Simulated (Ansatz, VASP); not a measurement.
# One calculation of MgAu, two programs

```
CELL_PARAMETERS angstrom
3.25900 0.00000 0.00000
0.00000 3.25900 0.00000
0.00000 0.00000 3.25900
ATOMIC_POSITIONS crystal
Mg 0.50000 0.50000 0.50000
Au 0.00000 0.00000 0.00000
```

Alike in both runs: task single point; functional LDA; k mesh 13 × 13 × 13; occupations fermi-dirac, width 0.05 eV; no spin polarisation.

```csv
,VASP,Ansatz
version,VASP 6.6.1,Ansatz 0.2.0
potentials or method,"VASP PAW LDA potentials, release 64 (Mg, Au), cutoff 520 eV","all-electron LAPW, scalar-relativistic"
```

Ansatz gave:

* pressure (GPa): -3.5

Task: What did VASP give for the same quantities?

Result: Pressure (GPa): -3.9.

LDA's correlation is that of Perdew and Zunger in VASP and of Perdew and Wang (1992) in Ansatz. Ansatz ran all-electron here, and VASP with PAW potentials.

Neither program's run includes spin-orbit coupling.
